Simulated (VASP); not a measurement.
Here is a VASP 6.6.1 calculation.

Contents of POSCAR:

```
C
1.0
    2.5094381924      0.0000000000      0.0000000000
   -1.2547190962      2.1732372239      0.0000000000
    0.0000000000      0.0000000000      4.1271665148
C
4
Direct
    0.3333333333      0.6666666667     -0.0002690400
    0.6666666667      0.3333333333      0.4997309600
    0.3333333333      0.6666666667      0.3742690400
    0.6666666667      0.3333333333      0.8742690400
```

File INCAR.step1:

```
ALGO = Normal
EDIFF = 1E-4
ENCUT = 520
GGA = PE
ISMEAR = 0
LASPH = T
LCHARG = F
LREAL = F
LWAVE = T
NELM = 80
PREC = Accurate
SIGMA = 0.02
```

Contents of INCAR.step2:

```
ALGO = Normal
EDIFF = 1E-6
EDIFFG = -0.002
ENCUT = 520
IBRION = 2
ISIF = 2
ISMEAR = 0
ISTART = 1
LASPH = T
LCHARG = F
LMIXTAU = T
LREAL = F
LWAVE = F
METAGGA = R2SCAN
NELM = 80
NSW = 60
PREC = Accurate
SIGMA = 0.02
```

The input KPOINTS:

```
k-points
0
Gamma
  9 9 6
```

Potentials or basis: VASP PAW PBE potentials, release 64 (C).

Launch:

```console
$ cat potpaw_PBE.64/C/POTCAR > POTCAR
$ cp INCAR.step1 INCAR
$ mpirun -np 1 vasp_std > vasp.out
$ cp INCAR.step2 INCAR
$ mpirun -np 1 vasp_std > vasp.out
```

Task: Predict the band gap on the k mesh.

Result: 3.55 eV (least direct gap 5.03 eV).

Final structure:
```
C
1.0
     2.50944    0.00000    0.00000
    -1.25472    2.17324    0.00000
     0.00000    0.00000    4.12717
C
4
Direct
  0.33333 0.66667 0.99974
  0.66667 0.33333 0.49974
  0.33333 0.66667 0.37426
  0.66667 0.33333 0.87426
```

Caveat: the cell differs from its parent crystal (strained cell); an odd mesh through Γ misses points on the zone boundary, where band edges can lie.
